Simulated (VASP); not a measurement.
# MoS2 (R3m) in VASP: notebook, part 2 of 2

VASP 6.6.1.

### 3 Single point, PBEsol

This run uses another cell than the first one: it holds 3 atoms, not 9.

INCAR reads:

```
  PREC = Accurate
  ENCUT = 520
  EDIFF = 1E-7
  ISMEAR = 0
  SIGMA = 0.02
  LREAL = False
  LASPH = True
  NELM = 60
  ALGO = Normal
  ISIF = 2
  LWAVE = False
  LCHARG = False
  GGA = PS
  NBANDS = 20
```

KPOINTS reads:

```
Automatic mesh
0
Gamma
  12 12 12
```

POSCAR reads:

```
MoS2
1.0
    1.5715348701      0.9073260803      6.2850594880
   -1.5715348701      0.9073260803      6.2850594880
    0.0000000000     -1.8146521606      6.2850594880
Mo S
1 2
Direct
    0.9997682907      0.9997682907      0.9997682907
    0.4157504928      0.4157504928      0.4157504928
    0.2504822165      0.2504822165      0.2504822165
```

Potentials or basis: VASP PAW PBE potentials, release 64 (Mo_sv, S).

Run with:

```console
$ cat potpaw_PBE.64/Mo_sv/POTCAR potpaw_PBE.64/S/POTCAR > POTCAR
$ mpirun -np 1 vasp_std > vasp.out
```

OUTCAR:

```text
PREC = Accurate
   ENCUT = 520
   EDIFF = 1E-7
   ISMEAR = 0
   LREAL = False
   LASPH = True
   NELM = 60
   ISIF = 2
   GGA = PS

 ion  position               nearest neighbor table
   1  1.000  1.000  1.000-   3 2.39   3 2.39   3 2.39   2 2.39   2 2.39   2 2.39
   2  0.416  0.416  0.416-   1 2.39   1 2.39   1 2.39
   3  0.250  0.250  0.250-   1 2.39   1 2.39   1 2.39

  LATTYP: Found a trigonal (rhomboedric) cell.
 ALAT       =     6.5417837958
 COS(alpha) =     0.8845787786

  Lattice vectors:

 A1 = (   1.5715348701,   0.9073260803,   6.2850594880)
 A2 = (  -1.5715348701,   0.9073260803,   6.2850594880)
 A3 = (   0.0000000000,  -1.8146521606,   6.2850594880)

Analysis of symmetry for initial positions (statically):
=====================================================================
 Subroutine PRICEL returns:
 Original cell was already a primitive cell.

 Routine SETGRP: Setting up the symmetry group for a
 trigonal (rhombohedral) supercell.

 Subroutine GETGRP returns: Found  6 space group operations
 (whereof  6 operations were pure point group operations)
 out of a pool of 12 trial point group operations.

The static configuration has the point symmetry C_3v.

Analysis of symmetry for dynamics (positions and initial velocities):
=====================================================================
 Subroutine PRICEL returns:
 Original cell was already a primitive cell.

 Routine SETGRP: Setting up the symmetry group for a
 trigonal (rhombohedral) supercell.

 Subroutine GETGRP returns: Found  6 space group operations
 (whereof  6 operations were pure point group operations)
 out of a pool of 12 trial point group operations.

The dynamic configuration has the point symmetry C_3v.

 Subroutine INISYM returns: Found  6 space group operations
 (whereof  6 operations are pure point group operations),
 and found     1 'primitive' translations

[... 115 lines left out ...]
     AMIX     =   0.40;   BMIX     =  1.00
     AMIX_MAG =   1.60;   BMIX_MAG =  1.00
  volume/ion in A,a.u.               =      17.92       120.95
  Fermi-wavevector in a.u.,A,eV,Ry     =   1.284941  2.428187 22.464225  1.651074
  Thomas-Fermi vector in A             =   2.417105
   LORBIT       =      0    0 simple, 1 ext, 2 COOP (PROOUT), +10 PAW based schemes
   GGA     = PS    functional components
   LHFCALC =     F    Hartree Fock is set to
   AEXX    =    0.0000 exact exchange contribution
   IVDW    =     0    specifies the selected vdW correction
   LEPSILON=     F    determine dielectric tensor
   LRPA    =     F    only Hartree local field effects (RPA)
 non-spin polarized calculation
 Gauss-broadening in eV      SIGMA  =   0.02
  energy-cutoff  :      520.00
  volume of cell :       53.77
 maximum number of plane-waves:      1462
 NGX is ok and might be reduce to    50

 number of electron      26.0000001 magnetization

 Free energy of the ion-electron system (eV)
  ---------------------------------------------------
  ext. energy  EPLUGINS =         0.00000000
  ---------------------------------------------------
  free energy    TOTEN  =       -23.45040142 eV

  energy without entropy =      -23.45040142  energy(sigma->0) =      -23.45040142

 E-fermi :   7.4283     XC(G=0): -10.9218

 val. band max:        7.2757523457   @ k =   0.5000   0.5000   0.5000
 cond. band min:       8.2979494205   @ k =  -0.1667   0.1667   0.0000
 fundamental gap:      1.0221970748
 Fermi energy:         7.4283072716

 k-point     1 :       0.0000    0.0000    0.0000
  band No.  band energies     occupation
      1     -54.0266      2.00000
      2     -28.2383      2.00000
      3     -27.9759      2.00000
      4     -27.9759      2.00000
      5      -7.6641      2.00000
      6      -6.0265      2.00000
[... 541 lines left out ...]
     19      15.7029      0.00000
     20      15.9927      0.00000

 [... further k-points ...]

------------------------ aborting loop because EDIFF is reached ----------------------------------------

  FORCE on cell =-STRESS in cart. coord.  units (eV):
  Direction    XX          YY          ZZ          XY          YZ          ZX
  --------------------------------------------------------------------------------------
  -------------------------------------------------------------------------------------
  Total        0.0000076      0.0000076     -0.0084502      0.0000000      0.0000000      0.0000000
  in kB        0.0002264      0.0002264     -0.2517843      0.0000000      0.0000000      0.0000000
  external PRESSURE =      -0.0837772 kB  Pullay stress =       0.0000000 kB

 VOLUME and BASIS-vectors are now :
 -----------------------------------------------------------------------------
  energy-cutoff  :      520.00
  volume of cell :       53.77
      direct lattice vectors                 reciprocal lattice vectors
     1.571534870  0.907326080  6.285059488     0.318160296  0.183689933  0.053035828
    -1.571534870  0.907326080  6.285059488    -0.318160296  0.183689933  0.053035828
     0.000000000 -1.814652161  6.285059488     0.000000000 -0.367379865  0.053035828

 POSITION                                       TOTAL-FORCE (eV/Angst)
 -----------------------------------------------------------------------------------
      0.00000      0.00000     18.85081         0.000000      0.000000      0.000348
      0.00000      0.00000      7.83905         0.000000      0.000000      0.001356
      0.00000      0.00000      4.72289         0.000000      0.000000     -0.001704
 -----------------------------------------------------------------------------------
    total drift:                                0.000000      0.000000     -0.000051

  FREE ENERGIE OF THE ION-ELECTRON SYSTEM (eV)
  ---------------------------------------------------
  free  energy   TOTEN  =       -23.4504014227 eV

  energy  without entropy=      -23.4504014227  energy(sigma->0) =      -23.45040142
```

stdout:

```text
POSCAR found type information on POSCAR MoS
 POSCAR found :  2 types and       3 ions
 scaLAPACK will be used
 -----------------------------------------------------------------------------
|                                                                             |
|                                                                             |
|     You enforced a specific xc type in the INCAR file but a different       |
|     I HOPE YOU KNOW WHAT YOU ARE DOING!                                     |
|                                                                             |
 -----------------------------------------------------------------------------

 LDA part: xc-table for (Slater+PW92), standard interpolation
 POSCAR, INCAR and KPOINTS ok, starting setup
 FFT: planning ... GRIDC
 FFT: planning ... GRID_SOFT
 FFT: planning ... GRID
 WAVECAR not read
 entering main loop
```

It took 26 min on 1 thread of Intel Xeon 8259CL, shared host; peak memory 0.46 GiB.

What came out:

- Free energy: -23.4504 eV
- Pressure: 0.0 GPa
- Band gap on the k mesh: 1.02 eV (least direct gap 1.80 eV)

Levels at points of the mesh, in eV from the valence-band top:
```
           k point  band 11  band 12  band 13  band 14  band 15  band 16
(0.00, 0.00, 0.00)    -2.08    -1.32    -1.15     2.24     2.24     2.61
(0.50, 0.00, 0.00)    -2.31    -1.43    -1.37     1.81     2.21     3.58
(0.50, 0.50, 0.00)    -2.82    -1.58    -1.20     1.78     2.34     3.14
(0.50, 0.50, 0.50)    -2.06    -2.06     0.00     2.31     2.31     2.50
```

Caveat: the PAW data sets were made with another functional, which shifts forces and pressure a little. A k mesh can miss the band edges.
